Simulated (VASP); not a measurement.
Crystal: Co.

```xyz
2
Lattice="2.5045 0.0000 0.0000 -1.2523 2.1690 0.0000 0.0000 0.0000 4.0741" Properties=species:S:1:pos:R:3 pbc="T T T"
Co    1.2523    0.7230    3.0555
Co    0.0000    1.4460    1.0185
```

Program: VASP 6.6.1. Alike in all runs: task single point; potentials or basis VASP PAW PBE potentials, release 64 (Co); spin collinear, ferromagnetic start; cell as given; k mesh 12 × 12 × 7; cutoff (eV) 520; smearing fermi-dirac 0.05 eV.

Problem. Order these runs on this cell by their pressure, lowest first.
A. level BLYP+D4
B. level PBE exchange alone
C. level RPBE+D4

Solution. C (-9.8 GPa), A (-6.8 GPa), B (22.4 GPa).

Caveats: the cell stands under tension (at least some runs); the PAW data sets were made with another functional, which shifts forces and pressure a little (at least some runs); the cell stands under pressure (at least some runs).
